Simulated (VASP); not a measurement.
Input of a VASP 6.6.1 run:

File POSCAR:

```
Ge
1.0
    0.0000000000      2.1136142158      2.1136142158
    2.1136142158      0.0000000000      2.1136142158
    2.1136142158      2.1136142158      0.0000000000
Ge
1
Direct
    0.0000000000      0.0000000000      0.0000000000
```

INCAR.step1

```
SYSTEM = Ge
PREC = Accurate
ENCUT = 600
ISMEAR = 0
SIGMA = 0.1
LREAL = .False.
LASPH = .True.
NELM = 100
GGA = PE
ALGO = Normal
EDIFF = 1E-4
LWAVE = .True.
LCHARG = .False.
```

Contents of INCAR.step2:

```
SYSTEM = Ge
PREC = Accurate
ENCUT = 600
EDIFF = 1E-6
ISMEAR = 0
SIGMA = 0.1
LREAL = .False.
LASPH = .True.
NELM = 100
ALGO = Normal
ISIF = 3
LWAVE = .False.
LCHARG = .False.
METAGGA = R2SCAN
LMIXTAU = .True.
IBRION = 2
NSW = 80
EDIFFG = -0.01
ISTART = 1
```

Contents of KPOINTS:

```
regular mesh
0
Gamma
  18 18 18
  0 0 0
```

Potentials or basis: VASP PAW PBE potentials, release 64 (Ge_d).

Run with:

```sh
$ cat potpaw_PBE.64/Ge_d/POTCAR > POTCAR
$ cp INCAR.step1 INCAR
$ mpirun -np 1 vasp_std > vasp.out
$ cp INCAR.step2 INCAR
$ mpirun -np 1 vasp_std > vasp.out
```

(1) What does it give for the space group after relaxing (to 0.05 Å)?

(2) Predict the band gap on the k mesh.

(3) Estimate the relaxed cell.

(4) Estimate the relaxed volume.

## Answers

(1) Fm-3m (No. 225).

(2) zero (band 7 reaches 16.06 eV, above the bottom of band 8 at 4.21 eV).

(3) a = 2.995 Å, b = 2.995 Å, c = 2.995 Å, α = 60.00°, β = 60.00°, γ = 60.00°.

(4) 19.00 Å³/atom.

Caveat: the PAW data sets were made with another functional, which shifts forces and pressure a little.
